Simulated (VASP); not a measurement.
Wanted: the native input for a VASP 6.6.1 run.

```yaml
Task: relaxation of shape and atoms at fixed volume
Functional: PBE
Potentials_or_basis: VASP PAW PBE potentials, release 64 (Gd)
Cutoff: 600 eV
k_mesh: 14 × 14 × 8
Occupations: gaussian, width 0.05 eV
Spin: collinear spin, antiferromagnetic start
Starting_moments: "[7.98, -7.98] μB"
Dipole_correction: no
Further_INCAR_settings: ALGO = Normal; EDIFF = 1e-07; IBRION = 2; EDIFFG = -0.01; NSW = 60; ISIF = 4
```

The structure of Gd lies in POSCAR:

```
Gd
1.0
    3.6464921873      0.0000000000      0.0000000000
   -1.8232460937      3.1579548689      0.0000000000
    0.0000000000      0.0000000000      5.8312231923
Gd
2
Direct
    0.3333333333      0.6666666667      0.7500000000
    0.6666666667      0.3333333333      0.2500000000
```

One way to write it, as run:

INCAR

```
SYSTEM = Gd
  PREC = Accurate
  ENCUT = 600
  EDIFF = 1E-7
  ISMEAR = 0
  SIGMA = 0.05
  LREAL = .FALSE.
  LASPH = .TRUE.
  NELM = 200
  ALGO = Normal
  ISIF = 4
  LWAVE = .FALSE.
  LCHARG = .FALSE.
  ISPIN = 2
  MAGMOM = 7.98 -7.98
  LORBIT = 11
  LMAXMIX = 6
  GGA = PE
  IBRION = 2
  NSW = 60
  EDIFFG = -0.01
  GGA_COMPAT = .FALSE.
  NELMIN = 4
  KPAR = 4
```

KPOINTS

```
regular mesh
0
G
  14 14 8
  0 0 0
```

Potentials or basis: VASP PAW PBE potentials, release 64 (Gd).

Command:

```bash
$ cat potpaw_PBE.64/Gd/POTCAR > POTCAR
$ mpirun -np 4 vasp_std > vasp.out
```

Results of the run:

```json
{
 "Energy gained by relaxing": "0.0 meV/atom",
 "Ionic steps": "3",
 "Pressure after relaxing": "-0.7 GPa",
 "Band gap on the k mesh": "zero (filled and empty bands overlap)",
 "Net moment": "0.00 μB per cell",
 "Site moments": "Gd +6.94, -6.94 μB",
 "Valence electrons inside the program's atomic spheres": "Gd 15.20"
}
```

Caveat: spin-orbit coupling is left out, which moves the levels of the heavy elements.

Run time: 19 min on 4 MPI ranks on Intel(R) Xeon(R) Platinum 8259CL CPU @ 2.50GHz (Skylake/Cascade Lake), with other jobs on the host, peak memory 0.51 GiB a rank.
